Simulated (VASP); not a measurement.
Input of a VASP 6.6.1 run:

The input INCAR:

```
PREC     = Accurate       # precision mode
ENCUT    = 520            # plane-wave cutoff, eV
EDIFF    = 1E-8           # SCF threshold, eV
ISMEAR   = 0              # smearing method
SIGMA    = 0.01           # smearing width, eV
LREAL    = False          # projectors in reciprocal space
LASPH    = True           # aspherical terms in the spheres
NELM     = 100            # most SCF steps
ALGO     = Normal         # electronic algorithm
ISIF     = 2              # what is computed and relaxed
LWAVE    = False          # write WAVECAR
LCHARG   = False          # write CHGCAR
GGA      = PS             # functional
LEPSILON = True           # dielectric tensor by DFPT
```

The input KPOINTS:

```
Automatic mesh
0
Gamma
  8 8 4
```

The input POSCAR:

```
CdSe
1.0
    4.3000000000      0.0000000000      0.0000000000
   -2.1500000000      3.7239092363      0.0000000000
    0.0000000000      0.0000000000      7.0200000000
Cd Se
2 2
Direct
    0.3333333333      0.6666666667      0.0000000000
    0.6666666667      0.3333333333      0.5000000000
    0.3333333333      0.6666666667      0.3850000000
    0.6666666667      0.3333333333      0.8850000000
```

Potentials or basis: VASP PAW PBE potentials, release 64 (Cd, Se).

Launch:

```sh
$ cat potpaw_PBE.64/Cd/POTCAR potpaw_PBE.64/Se/POTCAR > POTCAR
$ mpirun -np 1 vasp_std > vasp.out
```

Task: What does it give for the electronic dielectric tensor (diagonal)?

Result: 11.83, 11.83, 11.95.

Task: Predict the Born charges (mean of the diagonal).

Result: Cd +2.29; Se -2.29 e.

Task: Estimate the band gap on the k mesh.

Result: 0.58 eV.

Born effective charge tensors (e):
atom 1, Cd
```
2.25 0.00 0.00
0.00 2.25 0.00
0.00 0.00 2.35
```
atom 2, Cd
```
2.25 0.00 0.00
0.00 2.25 0.00
0.00 0.00 2.35
```
atom 3, Se
```
-2.25  0.00  0.00
 0.00 -2.25  0.00
 0.00  0.00 -2.35
```
atom 4, Se
```
-2.25  0.00  0.00
 0.00 -2.25  0.00
 0.00  0.00 -2.35
```

Caveat: the gap is small at this level, which inflates the dielectric constant. PBEsol gaps usually lie below the measured ones, often by a third to a half.
